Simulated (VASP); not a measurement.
The system is Ir.

```
Ir
1.0
     2.78556    0.00000    0.00000
    -1.39278    2.41236    0.00000
     0.00000    0.00000    9.10235
Ir
4
Direct
  0.00000 0.00000 0.00000
  0.00000 0.00000 0.50000
  0.33333 0.66667 0.25000
  0.66667 0.33333 0.75000
```

Base run:

```yaml
Program: VASP 6.6.1
Functional: BLYP
Potentials_or_basis: VASP PAW PBE potentials, release 64 (Ir_sv_GW)
Cutoff: 500 eV
k_mesh: 13 × 13 × 4
Occupations: fermi-dirac, width 0.1 eV
Spin: no spin polarisation
```

Its results: band gap on the k mesh zero (band 34 reaches 12.85 eV, above the bottom of band 35 at 10.64 eV); pressure -1.4 GPa.

The run is repeated on the same cell with these changes: potentials or basis from VASP PAW PBE potentials, release 64 (Ir_sv_GW) to VASP PAW PBE potentials, release 64 (Ir); cutoff from 500 eV to 520 eV; further incar settings from ALGO = Normal; EDIFF = 1e-06; NBANDS = 42 to ALGO = Normal; EDIFF = 1e-06; NBANDS = 26; valence electrons from 68 to 36. What comes out?

Band gap on the k mesh zero (band 18 reaches 10.53 eV, above the bottom of band 19 at 8.33 eV); pressure 2.3 GPa.

Caveats: the PAW data sets were made with another functional, which shifts forces and pressure a little; spin-orbit coupling is left out, which moves the levels of the heavy elements.
